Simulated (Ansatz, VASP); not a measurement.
## SnO: VASP beside Ansatz

INCAR

```
PREC = Accurate ; ENCUT = 520
EDIFF = 1E-8 ; ISMEAR = -1
SIGMA = 0.01 ; LREAL = False
LASPH = True ; NELM = 60
ALGO = Normal ; ISIF = 2
LWAVE = False ; LCHARG = False
GGA = PS ; LEFG = True
NBANDS = 28
```

KPOINTS

```
regular mesh
0
Gamma
  8 8 6
```

File POSCAR:

```
SnO
1.0
    3.8271795418      0.0000000000      0.0000000000
    0.0000000000      3.8271795418      0.0000000000
    0.0000000000      0.0000000000      4.8680274234
Sn O
2 2
Direct
    0.0000000000      0.5000000000      0.2385000000
    0.5000000000      0.0000000000      0.7615000000
    0.0000000000      0.0000000000      0.0000000000
    0.5000000000      0.5000000000      0.0000000000
```

Input for Ansatz:

```yaml
crystal:
  lattice:
    - [3.8271795418, 0.0, 0.0]
    - [0.0, 3.8271795418, 0.0]
    - [0.0, 0.0, 4.8680274234]
  atoms:
    - { symbol: Sn, position: [0.0, 0.5, 0.2385] }
    - { symbol: Sn, position: [0.5, 0.0, 0.7615] }
    - { symbol: O, position: [0.0, 0.0, 0.0] }
    - { symbol: O, position: [0.5, 0.5, 0.0] }
kpoints:
  mp_grid: { grid: [8, 8, 6] }
scf:
  occupations: { method: fermi_dirac, width: 0.01 }
hamiltonian:
  xc: pbesol
  pseudopotentials: { kind: paw }
output:
  forces: true
  stress: true
  eigenvalues: true
  efg: { contact_densities: true }
```

Change from the starting cell: volume scaled by 1.02, PAW files.

Alike in both runs: task electric field gradients; functional PBEsol; k mesh 8 × 8 × 6; occupations fermi-dirac, width 0.01 eV; no spin polarisation.

|  | VASP | Ansatz |
| --- | --- | --- |
| version | VASP 6.6.1 | Ansatz 0.2.0 |
| potentials or method | VASP PAW PBE potentials, release 64 (Sn_d, O) | PAW with Ansatz's default frozen-core files, scalar-relativistic |
| plane-wave cutoff (eV) | 520 | 420 |
| valence electrons in the cell | 40 | 40 |

Ansatz gave:

```
pressure (GPa)                                       : -1.8
rms of the force components (eV/Å)                   : 0.088
size of Vzz on the site where it differs most (V/Å²) : 167.4
```

Estimate VASP's values.

pressure (GPa): -1.6; rms of the force components (eV/Å): 0.054; size of Vzz on the site where it differs most (V/Å²): 159.2.

VASP's potentials were made for PBE, not for PBEsol. Atom by atom the forces differ by 0.033 eV/Å (rms over components).
